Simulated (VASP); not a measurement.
Crystal: H2CClF.

```
CELL_PARAMETERS angstrom
5.02060 0.00000 0.00000
0.00000 4.14770 0.00000
-2.11432 0.00000 6.42885
ATOMIC_POSITIONS crystal
H 0.29200 0.39110 0.15000
H 0.70800 0.89110 0.85000
H 0.57200 0.10600 0.26500
H 0.42800 0.60600 0.73500
C 0.35060 0.13980 0.19160
C 0.64940 0.63980 0.80840
Cl 0.16990 0.00610 0.36610
Cl 0.83010 0.50610 0.63390
F 0.26280 0.95750 0.01400
F 0.73720 0.45750 0.98600
```

- Program: VASP 6.6.1
- Task: relaxation of the atoms
- Functional: PBE
- Potentials or basis: VASP PAW PBE potentials, release 64 (H, C, Cl, F)
- Cutoff: 520 eV
- k mesh: 7 × 8 × 5
- Occupations: fermi-dirac, width 0.05 eV
- Spin: no spin polarisation

At the start: pressure 2.2 GPa; volume 13.39 Å³/atom.

**Question.** How do energy, volume and symmetry change on relaxing?

**Answer.** Over 26 steps the energy falls by 3.5 meV/atom at a fixed cell; space group P2_1 (No. 4, to 0.1 Å) before and after.

Step by step:
```csv
step,energy change (eV),largest force (eV/Å),pressure (GPa)
1,0.0000,0.8952,2.23
2,0.0838,2.3093,-0.02
3,-0.0280,0.2893,1.42
4,-0.0256,0.4859,0.58
5,-0.0317,0.0809,1.04
6,-0.0327,0.0558,1.00
7,-0.0330,0.0657,0.97
8,-0.0331,0.1220,1.08
9,-0.0333,0.0435,1.03
10,-0.0334,0.0324,1.11
11,-0.0334,0.0353,1.12
12,-0.0335,0.0404,1.12
13,-0.0335,0.0304,1.12
14,-0.0337,0.0233,1.07
15,-0.0337,0.0323,1.02
16,-0.0338,0.0230,1.04
17,-0.0339,0.0520,1.04
18,-0.0339,0.0488,1.04
19,-0.0341,0.0435,1.05
20,-0.0344,0.0627,1.07
21,-0.0343,0.1398,1.10
22,-0.0344,0.0934,1.08
23,-0.0345,0.0822,1.09
24,-0.0347,0.0483,1.08
25,-0.0348,0.0230,1.08
26,-0.0348,0.0176,1.08
```

Final structure:
```cif
data_structure
_symmetry_space_group_name_H-M 'P 1'
_symmetry_Int_Tables_number 1
_cell_length_a 5.0206
_cell_length_b 4.1477
_cell_length_c 6.7676
_cell_angle_alpha 90.000
_cell_angle_beta 108.205
_cell_angle_gamma 90.000
_cell_volume 133.87
loop_
_atom_site_label
_atom_site_type_symbol
_atom_site_fract_x
_atom_site_fract_y
_atom_site_fract_z
_atom_site_occupancy
H1 H 0.28733 0.39150 0.15360 1
H2 H 0.71267 0.89150 0.84640 1
H3 H 0.57174 0.10541 0.26831 1
H4 H 0.42826 0.60541 0.73169 1
C1 C 0.34664 0.14096 0.19454 1
C2 C 0.65336 0.64096 0.80546 1
Cl1 Cl 0.16998 0.00783 0.36968 1
Cl2 Cl 0.83002 0.50783 0.63032 1
F1 F 0.26024 0.95479 0.01401 1
F2 F 0.73976 0.45479 0.98599 1
```

Caveat: this functional lacks dispersion, which holds the molecules together, so the pressure and a relaxed volume are unreliable.
